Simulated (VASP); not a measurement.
Wanted: the native input for a VASP 6.6.1 run.

```yaml
Task: single point
Functional: PBEsol
Potentials_or_basis: VASP PAW PBE potentials, release 64 (Pt)
Cutoff: 520 eV
k_mesh: 24 × 24 × 12
Occupations: gaussian, width 0.15 eV
Spin: no spin polarisation
Dipole_correction: no
Further_INCAR_settings: ALGO = Fast; EDIFF = 1e-06; NBANDS = 17
```

The structure of Pt lies in POSCAR:

```
Pt
1.0
    2.9738368851      0.0000000000      0.0000000000
   -1.4869184426      2.5754182892      0.0000000000
    0.0000000000      0.0000000000      4.1297358916
Pt
2
Direct
    0.6666666667      0.3333333333      0.7500000000
    0.3333333333      0.6666666667      0.2500000000
```

This isn't the form of Pt at room conditions, which is fcc.

This cell differs from its parent crystal: ratio of the length along z to the lengths across it x 0.8, volume and fractional coordinates fixed.

The input as run:

INCAR

```
SYSTEM = Pt
ALGO = Fast
EDIFF = 1E-6
ENCUT = 520
GGA = PS
ISIF = 2
ISMEAR = 0
LASPH = .TRUE.
LCHARG = .FALSE.
LREAL = .FALSE.
LWAVE = .FALSE.
NBANDS = 17
NELM = 60
PREC = Accurate
SIGMA = 0.15
```

KPOINTS

```
k-points
0
G
  24 24 12
  0 0 0
```

Potentials or basis: VASP PAW PBE potentials, release 64 (Pt).

The run is started by

```console
$ cat potpaw_PBE.64/Pt/POTCAR > POTCAR
$ mpirun -np 1 vasp_std > vasp.out
```

It gave:

```
Pressure               : -5.1 GPa
Band gap on the k mesh : zero (bands 10 and 11 overlap by 1.38 eV)
```

Caveat: the cell stands under tension; the PAW data sets were made with another functional, which shifts forces and pressure a little; spin-orbit coupling is left out, which moves the levels of the heavy elements.

Wall time 74 s on 1 thread of Intel(R) Xeon(R) 6975P-C (Granite Rapids), on a shared host, peak memory 0.3 GiB.
